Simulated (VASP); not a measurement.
# Cu (Fm-3m) in VASP: notebook, part 2 of 2

VASP 6.6.1. The steps go on from the part before.

## Step 3: Single point, r2SCAN (volume scaled by 0.97)

Contents of POSCAR:

```
Cu
1.0
    0.0000000000      1.7703736289      1.7703736289
    1.7703736289      0.0000000000      1.7703736289
    1.7703736289      1.7703736289      0.0000000000
Cu
1
Direct
    0.0000000000      0.0000000000      0.0000000000
```

Contents of INCAR.step1:

```
ALGO = Normal
EDIFF = 1E-4
ENCUT = 520
GGA = PE
ISMEAR = 0
LASPH = T
LCHARG = F
LREAL = F
LWAVE = T
NBANDS = 12
NELM = 60
PREC = Accurate
SIGMA = 0.1
```

Contents of INCAR.step2:

```
ALGO = Normal
EDIFF = 1E-7
ENCUT = 520
ISIF = 2
ISMEAR = 0
ISTART = 1
LASPH = T
LCHARG = F
LMIXTAU = T
LREAL = F
LWAVE = F
METAGGA = R2SCAN
NBANDS = 12
NELM = 60
PREC = Accurate
SIGMA = 0.1
```

Contents of KPOINTS:

```
k-points
0
Gamma
  20 20 20
```

Potentials or basis: VASP PAW PBE potentials, release 64 (Cu).

Started as:

```console
> cat potpaw_PBE.64/Cu/POTCAR > POTCAR
> cp INCAR.step1 INCAR
> mpirun -np 1 vasp_std > vasp.out
> cp INCAR.step2 INCAR
> mpirun -np 1 vasp_std > vasp.out
```

OUTCAR:

```text
EDIFF = 1E-7
   ENCUT = 520
   ISIF = 2
   ISMEAR = 0
   ISTART = 1
   LASPH = T
   LREAL = F
   METAGGA = R2SCAN
   NELM = 60
   PREC = Accurate

 ion  position               nearest neighbor table
   1  0.000  0.000  0.000-

  LATTYP: Found a face centered cubic cell.
 ALAT       =     3.5407472578

  Lattice vectors:

 A1 = (   0.0000000000,   1.7703736289,   1.7703736289)
 A2 = (   1.7703736289,   0.0000000000,   1.7703736289)
 A3 = (   1.7703736289,   1.7703736289,   0.0000000000)

Analysis of symmetry for initial positions (statically):
=====================================================================
 Subroutine PRICEL returns:
 Original cell was already a primitive cell.

 Routine SETGRP: Setting up the symmetry group for a
 face centered cubic supercell.

 Subroutine GETGRP returns: Found 48 space group operations
 (whereof 48 operations were pure point group operations)
 out of a pool of 48 trial point group operations.

The static configuration has the point symmetry O_h .

Analysis of symmetry for dynamics (positions and initial velocities):
=====================================================================
 Subroutine PRICEL returns:
 Original cell was already a primitive cell.

 Routine SETGRP: Setting up the symmetry group for a
 face centered cubic supercell.

 Subroutine GETGRP returns: Found 48 space group operations
 (whereof 48 operations were pure point group operations)
 out of a pool of 48 trial point group operations.

The dynamic configuration has the point symmetry O_h .

 Subroutine INISYM returns: Found 48 space group operations
 (whereof 48 operations are pure point group operations),
 and found     1 'primitive' translations

----------------------------------------------------------------------------------------

                                     Primitive cell

  volume of cell :      11.0975

[... 107 lines left out ...]
  volume/ion in A,a.u.               =      11.10        74.89
  Fermi-wavevector in a.u.,A,eV,Ry     =   1.632291  3.084582 36.250987  2.664372
  Thomas-Fermi vector in A             =   2.724286
   LORBIT       =      0    0 simple, 1 ext, 2 COOP (PROOUT), +10 PAW based schemes
   METAGGA = R2SCAN    functional components
   LHFCALC =     F    Hartree Fock is set to
   AEXX    =    0.0000 exact exchange contribution
   IVDW    =     0    specifies the selected vdW correction
   LEPSILON=     F    determine dielectric tensor
   LRPA    =     F    only Hartree local field effects (RPA)
 non-spin polarized calculation
 Gauss-broadening in eV      SIGMA  =   0.10
  energy-cutoff  :      520.00
  volume of cell :       11.10
 maximum number of plane-waves:       311
   NGX =  9   NGY =  9   NGZ =  9

 number of electron      11.0000009 magnetization

 Free energy of the ion-electron system (eV)
  ---------------------------------------------------
  ext. energy  EPLUGINS =         0.00000000
  ---------------------------------------------------
  free energy    TOTEN  =       -10.82085858 eV

  energy without entropy =      -10.81969177  energy(sigma->0) =      -10.82027518

 E-fermi :   8.1628     XC(G=0): -14.1682

 val. band max:        8.1198948110   @ k =   0.4500   0.3000   0.0000
 cond. band min:       8.1686375187   @ k =   0.5000   0.2500   0.1000
 fundamental gap:      0.0487427077
 Fermi energy:         8.1628407704

 k-point     1 :       0.0000    0.0000    0.0000
  band No.  band energies     occupation
      1      -1.9820      2.00000
      2       4.8503      2.00000
      3       4.8503      2.00000
      4       4.8503      2.00000
      5       5.7511      2.00000
      6       5.7511      2.00000
      7      32.0872      0.00000
      8      35.6218      0.00000
      9      35.6218      0.00000
     10      35.6221      0.00000
     11      38.0783      0.00000
     12      38.0783      0.00000
[... 331 lines left out ...]
 k-point    24 :      -0.3500    0.0500    0.0000
  band No.  band energies     occupation
      1       2.1104      2.00000
      2       4.8658      2.00000
      3       4.9107      2.00000
      4       5.0397      2.00000
      5       6.1127      2.00000
      6       6.4273      2.00000
      7      16.1998      0.00000
      8      29.5423      0.00000
      9      32.0497      0.00000
     10      33.5434      0.00000
     11      35.5988      0.00000
     12      37.5349      0.00000

 [... further k-points ...]
[... 5 lines left out ...]
  --------------------------------------------------------------------------------------
  -------------------------------------------------------------------------------------
  Total        0.4142847      0.4142847      0.4142847     -0.0000000     -0.0000000     -0.0000000
  in kB       59.8114941     59.8114941     59.8114941     -0.0000000     -0.0000000     -0.0000000
  external PRESSURE =      59.8114941 kB  Pullay stress =       0.0000000 kB

 VOLUME and BASIS-vectors are now :
 -----------------------------------------------------------------------------
  energy-cutoff  :      520.00
  volume of cell :       11.10
      direct lattice vectors                 reciprocal lattice vectors
     0.000000000  1.770373629  1.770373629    -0.282426258  0.282426258  0.282426258
     1.770373629  0.000000000  1.770373629     0.282426258 -0.282426258  0.282426258
     1.770373629  1.770373629  0.000000000     0.282426258  0.282426258 -0.282426258

 POSITION                                       TOTAL-FORCE (eV/Angst)
 -----------------------------------------------------------------------------------
      0.00000      0.00000      0.00000         0.000000     -0.000000     -0.000000
 -----------------------------------------------------------------------------------
    total drift:                                0.000000      0.000000      0.000000

  FREE ENERGIE OF THE ION-ELECTRON SYSTEM (eV)
  ---------------------------------------------------
  free  energy   TOTEN  =       -10.8208585830 eV

  energy  without entropy=      -10.8196917712  energy(sigma->0) =      -10.82027518
```

OUTCAR.step1:

```text
EDIFF = 1E-4
   ENCUT = 520
   GGA = PE
   ISMEAR = 0
   LASPH = T
[... 575 lines left out ...]

 POSITION                                       TOTAL-FORCE (eV/Angst)
 -----------------------------------------------------------------------------------
      0.00000      0.00000      0.00000         0.000000      0.000000      0.000000
 -----------------------------------------------------------------------------------
    total drift:                                0.000000     -0.000000      0.000000

  FREE ENERGIE OF THE ION-ELECTRON SYSTEM (eV)
  ---------------------------------------------------
  free  energy   TOTEN  =        -3.6945919680 eV

  energy  without entropy=       -3.6933359980  energy(sigma->0) =       -3.69396398
```

OSZICAR.step1:

```text
N       E                     dE             d eps       ncg     rms          rms(c)
DAV:   1     0.425059848001E+02    0.42506E+02   -0.54111E+03  6952   0.158E+03
DAV:   2    -0.331877512430E+01   -0.45825E+02   -0.42411E+02  6288   0.206E+02
DAV:   3    -0.461261579659E+01   -0.12938E+01   -0.12821E+01  7184   0.394E+01
DAV:   4    -0.462034542175E+01   -0.77296E-02   -0.77285E-02  6948   0.267E+00
DAV:   5    -0.462041261636E+01   -0.67195E-04   -0.67193E-04  7316   0.254E-01    0.775E+00
DAV:   6    -0.402726979243E+01    0.59314E+00   -0.13588E+01  7324   0.710E+01    0.354E+00
DAV:   7    -0.370942123893E+01    0.31785E+00   -0.20221E+00  7320   0.272E+01    0.656E-01
DAV:   8    -0.369568665005E+01    0.13735E-01   -0.49131E-03  7972   0.739E-01    0.248E-01
DAV:   9    -0.369458721059E+01    0.10994E-02   -0.64083E-03  7484   0.141E+00    0.264E-02
DAV:  10    -0.369459196804E+01   -0.47575E-05   -0.20428E-05  4120   0.804E-02
   1 F= -.36945920E+01 E0= -.36939640E+01  d E =-.125597E-02
```

Run time: 59 s. Hardware: 1 thread of Intel Xeon 6975P-C (Granite Rapids), shared host; peak memory 0.15 GiB.

What came out:

| Quantity | Value |
| --- | --- |
| Free energy | -10.8209 eV |
| Pressure | 6.0 GPa |

Caveat: the PAW data sets were made with another functional, which shifts forces and pressure a little.
